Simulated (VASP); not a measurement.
SiC:

```
CELL_PARAMETERS angstrom
3.01052 0.00000 0.00000
-1.50526 2.60719 0.00000
0.00000 0.00000 5.35240
ATOMIC_POSITIONS crystal
Si 0.33333 0.66667 0.00456
Si 0.66667 0.33333 0.50456
C 0.33333 0.66667 0.38044
C 0.66667 0.33333 0.88044
```

This cell differs from its parent crystal: volume 10.503 Å^3 an atom, c/a of the conventional cell 1.7779.

- Program: VASP 6.6.1
- Task: relaxation of the atoms
- Functional: PBE
- Potentials or basis: VASP PAW PBE potentials, release 64 (Si, C)
- Cutoff: 520 eV
- k mesh: 12 × 12 × 6
- Occupations: gaussian, width 0.05 eV
- Spin: no spin polarisation

At the start: pressure 2.0 GPa; volume 10.50 Å³/atom.

Question: How do energy, volume and symmetry change on relaxing?

Answer: Over 3 steps the energy falls by 3.4 meV/atom; space group P6_3mc (No. 186, to 0.05 Å).

Step by step:
```
step  energy change (eV)  largest force (eV/Å)  pressure (GPa)
   1              0.0000                0.4334            2.02
   2             -0.0119                0.1650            0.75
   3             -0.0137                0.0001            1.05
```

Final structure:
```cif
data_structure
_symmetry_space_group_name_H-M 'P 1'
_symmetry_Int_Tables_number 1
_cell_length_a 3.0105
_cell_length_b 3.0105
_cell_length_c 5.3524
_cell_angle_alpha 90.000
_cell_angle_beta 90.000
_cell_angle_gamma 120.000
_cell_volume 42.01
loop_
_atom_site_label
_atom_site_type_symbol
_atom_site_fract_x
_atom_site_fract_y
_atom_site_fract_z
_atom_site_occupancy
Si1 Si 0.33333 0.66667 0.00745 1
Si2 Si 0.66667 0.33333 0.50745 1
C1 C 0.33333 0.66667 0.37755 1
C2 C 0.66667 0.33333 0.87755 1
```

Caveat: the cell differs from its parent crystal (volume 10.503 Å^3 an atom, c/a of the conventional cell 1.7779).
